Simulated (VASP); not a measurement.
# B33N31 (a cell with a defect) in VASP: further runs

The runs below take B33N31 (a cell with a defect) through relaxation of the atoms, single point, with PBEsol.

Program: VASP 6.6.1. These are calculated values, not measurements. Logs are shortened: lines on timing, memory, paths and dates and some standing lists are left out, and cuts for length are marked.

## 1. The cell of the first run

The cell holds a defect, 64 atoms: a = 7.212 Å, b = 7.212 Å, c = 7.212 Å, α = 90.00°, β = 90.00°, γ = 90.00°.

## 2. Relaxation of the atoms, PBEsol

INCAR reads:

```
SYSTEM = B33N31
PREC = Accurate ; ENCUT = 520
EDIFF = 1E-7 ; ISMEAR = -1
SIGMA = 0.05 ; LREAL = Auto
LASPH = .TRUE. ; NELM = 80
ALGO = Normal ; ISIF = 2
LWAVE = .FALSE. ; LCHARG = .FALSE.
GGA = PS ; IBRION = 2
NSW = 100 ; EDIFFG = -0.03
NELECT = 256.0 ; ISYM = 0
NCORE = 4
```

KPOINTS reads:

```
Automatic mesh
0
Gamma
  1 1 1
  0.25 0.25 0.25
```

POSCAR reads:

```
B33N31
1.0
    7.2115910000      0.0000000000      0.0000000000
    0.0000000000      7.2115910000      0.0000000000
    0.0000000000      0.0000000000      7.2115910000
B N
33 31
Direct
    0.9961320000      0.9959170000      0.0015130000
    0.9960320000      0.9957900000      0.4970770000
    0.9993090000      0.5001120000      0.9961480000
    0.0027210000      0.5051720000      0.5011830000
    0.4979550000      0.9993140000      0.9964760000
    0.5004230000      0.0026310000      0.5016910000
    0.5031390000      0.5015250000      0.9983910000
    0.4998580000      0.4953150000      0.4985510000
    0.6282310000      0.6262330000      0.6271310000
    0.2500350000      0.2496530000      0.9981770000
    0.2488100000      0.2498950000      0.4983740000
    0.2555120000      0.7463310000      0.9976410000
    0.2486430000      0.7502320000      0.5031500000
    0.7468590000      0.2516820000      0.9997120000
    0.7500680000      0.2499710000      0.5005970000
    0.7569430000      0.7481180000      0.0045550000
    0.7470920000      0.7516700000      0.5023460000
    0.2485210000      0.0061440000      0.2525260000
    0.2472750000      0.0001600000      0.7447560000
    0.2536490000      0.4943970000      0.2494920000
    0.2477240000      0.5044220000      0.7488640000
    0.7477840000      0.9998210000      0.2463990000
    0.7472060000      0.0023390000      0.7543750000
    0.7515510000      0.4999630000      0.2489400000
    0.7486290000      0.4986090000      0.7518880000
    0.0039750000      0.2495270000      0.2441910000
    0.9956720000      0.2484570000      0.7547330000
    0.9985740000      0.7560570000      0.2481990000
    0.0060160000      0.7503140000      0.7484620000
    0.5044520000      0.2488910000      0.2468840000
    0.5037860000      0.2545520000      0.7466810000
    0.5009840000      0.7516630000      0.2524830000
    0.5036750000      0.7489220000      0.7516970000
    0.1253000000      0.1238630000      0.1238860000
    0.1296780000      0.1249480000      0.6256920000
    0.1222910000      0.6281830000      0.1243430000
    0.1247780000      0.6238830000      0.6257180000
    0.6256910000      0.1270670000      0.1256750000
    0.6274140000      0.1283510000      0.6263120000
    0.6281020000      0.6258740000      0.1287980000
    0.3694110000      0.3735330000      0.1241970000
    0.3722600000      0.3750960000      0.6228950000
    0.3728150000      0.8709260000      0.1266460000
    0.3753610000      0.8764220000      0.6206300000
    0.8753910000      0.3790490000      0.1218040000
    0.8785420000      0.3761840000      0.6232130000
    0.8764090000      0.8746880000      0.1275340000
    0.8806670000      0.8759960000      0.6237870000
    0.3727850000      0.1232100000      0.3709210000
    0.3757640000      0.1250960000      0.8804040000
    0.3737590000      0.6215800000      0.3739960000
    0.3757100000      0.6260540000      0.8771730000
    0.8744420000      0.1252770000      0.3755920000
    0.8753280000      0.1267810000      0.8710520000
    0.8695820000      0.6245370000      0.3760010000
    0.8726220000      0.6228350000      0.8694770000
    0.1257730000      0.3727380000      0.3763980000
    0.1199620000      0.3760540000      0.8773670000
    0.1274380000      0.8721290000      0.3783740000
    0.1256870000      0.8761210000      0.8716610000
    0.6298960000      0.3762660000      0.3770720000
    0.6240290000      0.3795320000      0.8759930000
    0.6273770000      0.8727250000      0.3784300000
    0.6283980000      0.8765550000      0.8746420000
```

Potentials or basis: VASP PAW PBE potentials, release 64 (B, N).

On the command line:

```
cat potpaw_PBE.64/B/POTCAR potpaw_PBE.64/N/POTCAR > POTCAR
mpirun -np 4 vasp_std > vasp.out
```

OUTCAR:

```text
SYSTEM = B33N31
   PREC = Accurate
   ENCUT = 520
   EDIFF = 1E-7
   ISMEAR = -1
   LREAL = Auto
   LASPH = .TRUE.
   NELM = 80
   ISIF = 2
   GGA = PS
   IBRION = 2
   NSW = 100
   EDIFFG = -0.03
   NELECT = 256.0
   ISYM = 0

 ion  position               nearest neighbor table
   1  0.996  0.996  0.002-  47 1.53  60 1.58  34 1.58  54 1.59
   2  0.996  0.996  0.497-  48 1.51  53 1.55  59 1.56  35 1.63
   3  0.999  0.500  0.996-  58 1.51  45 1.54  56 1.57  36 1.58
   4  0.003  0.505  0.501-  37 1.52  46 1.56  55 1.57  57 1.58
   5  0.498  0.999  0.996-  50 1.52  64 1.56  43 1.60  38 1.60
   6  0.500  0.003  0.502-  44 1.54  39 1.57  49 1.58  63 1.58
[... 56 lines left out ...]
  63  0.627  0.873  0.378-  17 1.52  32 1.55  22 1.58   6 1.58
  64  0.628  0.877  0.875-  23 1.52   5 1.56  33 1.56  16 1.61

IMPORTANT INFORMATION: All symmetrisations will be switched off!
NOSYMM: (Re-)initialisation of all symmetry stuff for point group C_1.

----------------------------------------------------------------------------------------

                                     Primitive cell

  volume of cell :     375.0535

  direct lattice vectors                    reciprocal lattice vectors
     7.211591000  0.000000000  0.000000000     0.138665656  0.000000000  0.000000000
     0.000000000  7.211591000  0.000000000     0.000000000  0.138665656  0.000000000
     0.000000000  0.000000000  7.211591000     0.000000000  0.000000000  0.138665656

  length of vectors
     7.211591000  7.211591000  7.211591000     0.138665656  0.138665656  0.138665656

  position of ions in fractional coordinates (direct lattice)
     0.996132000  0.995917000  0.001513000
     0.996032000  0.995790000  0.497077000
     0.999309000  0.500112000  0.996148000
     0.002721000  0.505172000  0.501183000
     0.497955000  0.999314000  0.996476000
     0.500423000  0.002631000  0.501691000
[... 56 lines left out ...]
     0.627377000  0.872725000  0.378430000
     0.628398000  0.876555000  0.874642000

  ion indices of the primitive-cell ions
   primitive index   ion index
                 1           1
                 2           2
                 3           3
                 4           4
                 5           5
                 6           6
[... 56 lines left out ...]
                63          63
                64          64

----------------------------------------------------------------------------------------

 KPOINTS: Automatic mesh

Automatic generation of k-mesh.
 Grid dimensions read from file:
 generate k-points for:    1    1    1

 Generating k-lattice:

  Cartesian coordinates                     Fractional coordinates (reciprocal lattice)
     0.138665656  0.000000000  0.000000000     1.000000000  0.000000000  0.000000000
     0.000000000  0.138665656  0.000000000     0.000000000  1.000000000  0.000000000
     0.000000000  0.000000000  0.138665656     0.000000000  0.000000000  1.000000000

  Length of vectors
     0.138665656  0.138665656  0.138665656

  Shift w.r.t. Gamma in fractional coordinates (k-lattice)
     0.250000000  0.250000000  0.250000000

 Subroutine IBZKPT returns following result:
 ===========================================

 Found      4 irreducible k-points:

 Following reciprocal coordinates:
            Coordinates               Weight
  0.250000  0.250000  0.250000      2.000000
 -0.250000  0.250000  0.250000      2.000000
 -0.250000 -0.250000  0.250000      2.000000
  0.250000 -0.250000  0.250000      2.000000
   k-points           NKPTS =      4   k-points in BZ     NKDIM =      4   number of bands    NBANDS=    161
   number of dos      NEDOS =    301   number of ions     NIONS =     64
[... 22 lines left out ...]
   ISIF   =      2    stress and relaxation
   ISYM   =      0    0-nonsym 1-usesym 2-fastsym
   POTIM  = 0.5000    time-step for ionic-motion
   TEBEG  =    0.0;   TEEND  =   0.0 temperature during run
   PSTRESS=    0.0 pullay stress
   NELECT =     256.0000    total number of electrons
   NUPDOWN=      -1.0000    fix difference up-down
   EMIN   =  10.00;   EMAX   =-10.00  energy-range for DOS
   EFERMI =   0.00;   METHOD = LEGACY
   ISMEAR =    -1;   SIGMA  =   0.05  broadening in eV -4-tet -1-fermi 0-gaus
   EFERMI_NEDOS =   21; number of points for ismear=-14 and -15
   IALGO  =     38    algorithm
   IMIX   =      4    mixing-type and parameters
     AMIX     =   0.40;   BMIX     =  1.00
     AMIX_MAG =   1.60;   BMIX_MAG =  1.00
  volume/ion in A,a.u.               =       5.86        39.55
  Fermi-wavevector in a.u.,A,eV,Ry     =   1.441420  2.723888 28.268692  2.077690
  Thomas-Fermi vector in A             =   2.560054
   LORBIT       =      0    0 simple, 1 ext, 2 COOP (PROOUT), +10 PAW based schemes
   GGA     = PS    functional components
   LHFCALC =     F    Hartree Fock is set to
   AEXX    =    0.0000 exact exchange contribution
   IVDW    =     0    specifies the selected vdW correction
   LEPSILON=     F    determine dielectric tensor
   LRPA    =     F    only Hartree local field effects (RPA)
 conjugate gradient relaxation of ions
 non-spin polarized calculation
  energy-cutoff  :      520.00
  volume of cell :      375.05
 maximum number of plane-waves:     10107
 NGX is ok and might be reduce to    54
   NGX = 27   NGY = 27   NGZ = 27

--------------------------------------- Ionic step        1  -------------------------------------------

 number of electron     256.0000021 magnetization

 Free energy of the ion-electron system (eV)
  ---------------------------------------------------
  ext. energy  EPLUGINS =         0.00000000
  ---------------------------------------------------
  free energy    TOTEN  =      -557.35487479 eV

  energy without entropy =     -557.35487479  energy(sigma->0) =     -557.35487479

------------------------ aborting loop because EDIFF is reached ----------------------------------------

  FORCE on cell =-STRESS in cart. coord.  units (eV):
  Direction    XX          YY          ZZ          XY          YZ          ZX
  --------------------------------------------------------------------------------------
  -------------------------------------------------------------------------------------
  Total       39.0213222     38.9170949     39.1679527     -0.5174834     -0.5312643     -0.5666306
  in kB      166.6937433    166.2484986    167.3201286     -2.2106182     -2.2694881     -2.4205685
  external PRESSURE =     166.7541235 kB  Pullay stress =       0.0000000 kB
[... 85 lines left out ...]
--------------------------------------- Ionic step        2  -------------------------------------------

 number of electron     256.0000001 magnetization

 E-fermi :   9.9855     XC(G=0): -13.0862

 val. band max:        8.7532886088   @ k =  -0.2500   0.2500   0.2500
 cond. band min:      12.5800407541   @ k =  -0.2500   0.2500   0.2500
 fundamental gap:      3.8267521454
 Fermi energy:         9.9854808462

 k-point     1 :       0.2500    0.2500    0.2500
  band No.  band energies     occupation
      1     -12.6874      2.00000
      2     -11.8313      2.00000
      3     -11.7488      2.00000
      4     -11.4325      2.00000
      5     -10.8408      2.00000
      6     -10.8069      2.00000
[... 561 lines left out ...]
    139      15.3883      0.00000
    140      15.4599      0.00000
 [bands above 140 left out]

------------------------ aborting loop because EDIFF is reached ----------------------------------------

  FORCE on cell =-STRESS in cart. coord.  units (eV):
  Direction    XX          YY          ZZ          XY          YZ          ZX
  --------------------------------------------------------------------------------------
  -------------------------------------------------------------------------------------
  Total       45.5386289     44.2871247     43.7474524      0.9357570      0.0086418      1.6163256
  in kB      194.5347847    189.1885301    186.8831240      3.9974255      0.0369165      6.9047216
  external PRESSURE =     190.2021463 kB  Pullay stress =       0.0000000 kB
[... 177 lines left out ...]
  FREE ENERGIE OF THE ION-ELECTRON SYSTEM (eV)
  ---------------------------------------------------
  free  energy   TOTEN  =      -559.1693814304 eV

  energy  without entropy=     -559.1693814303  energy(sigma->0) =     -559.16938143

[... ionic steps 4 to 10 ...]

--------------------------------------- Ionic step       11  -------------------------------------------

 number of electron     256.0000045 magnetization

------------------------ aborting loop because EDIFF is reached ----------------------------------------
[... 191 lines left out ...]
--------------------------------------- Ionic step       13  -------------------------------------------

 number of electron     256.0000045 magnetization

 Free energy of the ion-electron system (eV)
  ---------------------------------------------------
  ext. energy  EPLUGINS =         0.00000000
  ---------------------------------------------------
  free energy    TOTEN  =      -559.39997993 eV

  energy without entropy =     -559.39997993  energy(sigma->0) =     -559.39997993

 E-fermi :  10.6466     XC(G=0): -13.0881

 val. band max:        9.3239051358   @ k =  -0.2500  -0.2500   0.2500
 cond. band min:      12.8064964020   @ k =  -0.2500  -0.2500   0.2500
 fundamental gap:      3.4825912661
 Fermi energy:        10.6466278303

 k-point     1 :       0.2500    0.2500    0.2500
  band No.  band energies     occupation
      1     -12.6898      2.00000
      2     -11.7314      2.00000
      3     -11.7311      2.00000
      4     -11.5292      2.00000
      5     -10.7622      2.00000
      6     -10.7620      2.00000
[... 561 lines left out ...]
    139      15.5586      0.00000
    140      15.5979      0.00000
 [bands above 140 left out]

------------------------ aborting loop because EDIFF is reached ----------------------------------------

  FORCE on cell =-STRESS in cart. coord.  units (eV):
  Direction    XX          YY          ZZ          XY          YZ          ZX
  --------------------------------------------------------------------------------------
  -------------------------------------------------------------------------------------
  Total       37.0061088     37.0039028     37.0077556      0.0003204      0.0034522     -0.0038886
  in kB      158.0850276    158.0756038    158.0920626      0.0013687      0.0147472     -0.0166118
  external PRESSURE =     158.0842313 kB  Pullay stress =       0.0000000 kB
[... 79 lines left out ...]
  FREE ENERGIE OF THE ION-ELECTRON SYSTEM (eV)
  ---------------------------------------------------
  free  energy   TOTEN  =      -559.3999799304 eV

  energy  without entropy=     -559.3999799303  energy(sigma->0) =     -559.39997993

 reached required accuracy - stopping structural energy minimisation
```

Run time: 19 min. Hardware: 4 MPI ranks of Intel Xeon Platinum 8375C at 2.90GHz (Ice Lake), shared host; peak memory 0.24 GiB.

Results:

* Free energy: -559.4000 eV
* Energy gained by relaxing: 32.0 meV/atom
* Ionic steps: 13
* Largest force after relaxing: 0.026 eV/Å

Forces in eV/Å, atoms in the order of the input:
```
B   -0.005 -0.010  0.002
B   -0.008  0.003  0.004
B    0.001  0.009  0.008
B   -0.011 -0.003 -0.006
B   -0.005 -0.002 -0.004
B    0.004  0.000 -0.004
B    0.004  0.008  0.000
B   -0.001  0.003 -0.010
B    0.000 -0.007  0.006
B    0.001  0.000 -0.001
B   -0.006 -0.002  0.007
B   -0.003  0.005  0.007
B   -0.009  0.006 -0.003
B    0.011 -0.008 -0.001
B    0.010 -0.005 -0.002
B    0.000 -0.004  0.003
B    0.009  0.003 -0.014
B   -0.001 -0.007 -0.005
B   -0.010 -0.003 -0.002
B   -0.001  0.008  0.004
B   -0.011  0.005  0.004
B    0.003 -0.005  0.000
B    0.001 -0.007  0.003
B    0.011  0.008 -0.002
B    0.001 -0.001 -0.003
B   -0.003  0.006  0.006
B   -0.009 -0.004  0.000
B   -0.003 -0.001 -0.004
B    0.001  0.008 -0.004
B    0.008  0.004  0.005
B    0.005 -0.007  0.002
B    0.001  0.001 -0.003
B   -0.001  0.008  0.004
N   -0.003  0.008  0.003
N    0.010  0.013  0.005
N    0.000 -0.007 -0.003
N    0.000 -0.009  0.002
N    0.000  0.004 -0.003
N   -0.004  0.002  0.005
N   -0.009 -0.007 -0.006
N    0.004  0.010  0.005
N    0.008  0.001  0.002
N    0.019 -0.014 -0.012
N    0.007 -0.001  0.005
N   -0.006  0.012 -0.004
N   -0.003 -0.006  0.007
N   -0.014 -0.002 -0.005
N   -0.001 -0.005 -0.002
N    0.010  0.011  0.006
N    0.013  0.003 -0.004
N   -0.003 -0.007  0.000
N    0.000 -0.003 -0.012
N   -0.001  0.004  0.014
N   -0.010  0.004 -0.014
N   -0.002 -0.003 -0.002
N    0.004 -0.003 -0.001
N    0.008  0.006  0.014
N   -0.004  0.009  0.000
N   -0.009 -0.006  0.013
N    0.010 -0.017 -0.014
N    0.000 -0.002  0.003
N   -0.002 -0.002 -0.003
N   -0.002 -0.005  0.007
N    0.000  0.004 -0.005
```

The path:
| step | energy change (eV) | largest force (eV/Å) | pressure (GPa) |
| --- | --- | --- | --- |
| 1 | 0.0000 | 3.4400 | 16.68 |
| 2 | 2.1079 | 5.9846 | 19.02 |
| 3 | -1.8145 | 0.9398 | 15.99 |
| 4 | -1.8861 | 1.0157 | 15.83 |
| 5 | -1.9999 | 0.3889 | 15.81 |
| 6 | -2.0328 | 0.2214 | 15.82 |
| 7 | -2.0354 | 0.1703 | 15.81 |
| 8 | -2.0419 | 0.1031 | 15.81 |
| 9 | -2.0423 | 0.0827 | 15.81 |
| 10 | -2.0446 | 0.0393 | 15.81 |
| 11 | -2.0446 | 0.0424 | 15.81 |
| 12 | -2.0451 | 0.0318 | 15.81 |
| 13 | -2.0451 | 0.0262 | 15.81 |

Final structure:
```xyz
64
Lattice="7.2116 0.0000 0.0000 0.0000 7.2116 0.0000 0.0000 0.0000 7.2116" Properties=species:S:1:pos:R:3 pbc="T T T"
B     0.0003    0.0001    7.2083
B     0.0063    0.0053    3.6115
B     0.0061    3.6144    0.0023
B     7.2042    3.6083    3.6051
B     3.6154    0.0056    0.0029
B     3.6084    7.2031    3.6052
B     3.6085    3.6079    7.2004
B     3.5959    3.5952    3.5927
B     4.5093    4.5090    4.5060
B     1.8072    1.8066    7.2080
B     1.8011    1.8005    3.6114
B     1.8011    5.4031    0.0028
B     1.8159    5.4097    3.6051
B     5.4031    1.8010    0.0028
B     5.4102    1.8151    3.6049
B     5.4107    5.4102    7.2004
B     5.4227    5.4226    3.5931
B     1.8072    7.2113    1.8039
B     1.8014    0.0057    5.4001
B     1.8013    3.6145    1.7974
B     1.8159    3.6080    5.4069
B     5.4036    0.0058    1.7977
B     5.4105    7.2035    5.4071
B     5.4102    3.6079    1.8122
B     5.4230    3.5957    5.4195
B     0.0001    1.8064    1.8033
B     0.0065    1.8008    5.3998
B     0.0064    5.4031    1.7979
B     7.2036    5.4099    5.4072
B     3.6149    1.8003    1.7975
B     3.6082    1.8151    5.4068
B     3.6085    5.4101    1.8121
B     3.5961    5.4222    5.4197
N     0.9039    0.9031    0.9000
N     0.9034    0.9027    4.5056
N     0.9036    4.5089    0.9002
N     0.9041    4.5093    4.5061
N     4.5093    0.9031    0.9002
N     4.5095    0.9034    4.5059
N     4.5098    4.5092    0.9006
N     2.7035    2.7026    0.8996
N     2.6773    2.6770    4.5034
N     2.7031    6.3152    0.9009
N     2.6776    6.3408    4.5084
N     6.3153    2.7027    0.9005
N     6.3416    2.6774    4.5081
N     6.3159    6.3151    0.9001
N     6.3414    6.3410    4.5038
N     2.7032    0.9025    2.7000
N     2.7033    0.9034    6.3118
N     2.6778    4.5065    2.6741
N     2.6777    4.5114    6.3384
N     6.3154    0.9034    2.6996
N     6.3156    0.9031    6.3123
N     6.3415    4.5115    2.6745
N     6.3413    4.5067    6.3380
N     0.9032    2.7028    2.6995
N     0.9043    2.7028    6.3116
N     0.9044    6.3148    2.6998
N     0.9031    6.3154    6.3123
N     4.5068    2.6770    2.6740
N     4.5117    2.6774    6.3379
N     4.5119    6.3411    2.6741
N     4.5072    6.3408    6.3381
```

Levels at points of the mesh, in eV from the Fermi level:
| k point | band 125 | band 126 | band 127 | band 128 | band 129 | band 130 | band 131 | band 132 |
| --- | --- | --- | --- | --- | --- | --- | --- | --- |
| (0.25, 0.25, 0.25) | -3.91 | -1.62 | -1.32 | -1.32 | 2.16 | 2.16 | 2.25 | 3.47 |

Caveat: the k points lie up to 0.87 Å⁻¹ apart; the cell carries a net charge on a neutralising background, which shifts energy and pressure; the cell is charged against a uniform background, so pressure and absolute levels hang on convention; the PAW data sets were made with another functional, which shifts forces and pressure a little.

(Continued in part 2 of 2.)
